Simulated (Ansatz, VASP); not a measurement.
**One calculation of BN, two programs**

```
B N
1.0
     0.00000    1.75465    1.75465
     1.75465    0.00000    1.75465
     1.75465    1.75465    0.00000
B N
1 1
Direct
  0.00000 0.00000 0.00000
  0.25000 0.25000 0.25000
```

Change from the starting cell: hydrostatic strain -2.8%.

Alike in both runs: task single point; functional r2SCAN; k mesh 12 × 12 × 12; no spin polarisation.

|  | VASP | Ansatz |
| --- | --- | --- |
| version | VASP 6.6.1 | Ansatz 0.2.0 |
| potentials or method | VASP PAW PBE potentials, release 64 (B, N) | plane waves, PAW |
| plane-wave cutoff (eV) | 520 | 500 |
| occupations | gaussian, width 0.01 eV | fixed |
| valence electrons in the cell | 8 | 8 |

|  | VASP | Ansatz | Ansatz less VASP |
| --- | --- | --- | --- |
| gap on the k mesh at the Fermi level (eV) | 5.08 | 5.11 | +0.028 |
| pressure (GPa) | 40.1 | 38.7 | -1.45 |

VASP's potentials were made for PBE, not for r2SCAN. Both programs put the cell under a high pressure, so it lies far from rest at this level.
